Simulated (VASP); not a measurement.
Input of a VASP 6.6.1 run:

File INCAR:

```
SYSTEM = Ag2Ru
PREC     = Accurate       ! precision mode
ENCUT    = 600            ! plane-wave cutoff, eV
EDIFF    = 1E-6           ! SCF threshold, eV
ISMEAR   = 0              ! smearing method
SIGMA    = 0.1            ! smearing width, eV
LREAL    = .FALSE.        ! projectors in reciprocal space
LASPH    = .TRUE.         ! aspherical terms in the spheres
NELM     = 80             ! most SCF steps
ALGO     = Fast           ! electronic algorithm
ISIF     = 3              ! what is computed and relaxed
LWAVE    = .FALSE.        ! write WAVECAR
LCHARG   = .FALSE.        ! write CHGCAR
GGA      = PE             ! functional
IBRION   = 2              ! ionic algorithm
NSW      = 100            ! ionic steps
EDIFFG   = -0.01          ! ionic threshold
```

File KPOINTS:

```
regular mesh
0
G
  14 14 14
  0 0 0
```

POSCAR

```
Ag2Ru
1.0
    0.0000000000      3.1013596614      3.1013596614
    3.1013596614      0.0000000000      3.1013596614
    3.1013596614      3.1013596614      0.0000000000
Ag Ru
2 1
Direct
    0.2500000000      0.2500000000      0.2500000000
    0.7500000000      0.7500000000      0.7500000000
    0.0000000000      0.0000000000      0.0000000000
```

Potentials or basis: VASP PAW PBE potentials, release 64 (Ag, Ru_pv).

The run is started by

```sh
$ cat potpaw_PBE.64/Ag/POTCAR potpaw_PBE.64/Ru_pv/POTCAR > POTCAR
$ mpirun -np 1 vasp_std > vasp.out
```

**Question.** Estimate the relaxed volume.

**Answer.** 19.86 Å³/atom.

**Question.** What does it give for the space group after relaxing (to 0.1 Å)?

**Answer.** Fm-3m (No. 225).

Final structure:
```xyz
3
Lattice="0.0000 3.1002 3.1002 3.1002 0.0000 3.1002 3.1002 3.1002 0.0000" Properties=species:S:1:pos:R:3 pbc="T T T"
Ag    1.5501    1.5501    1.5501
Ag    4.6502    4.6502    4.6502
Ru    0.0000    0.0000    0.0000
```
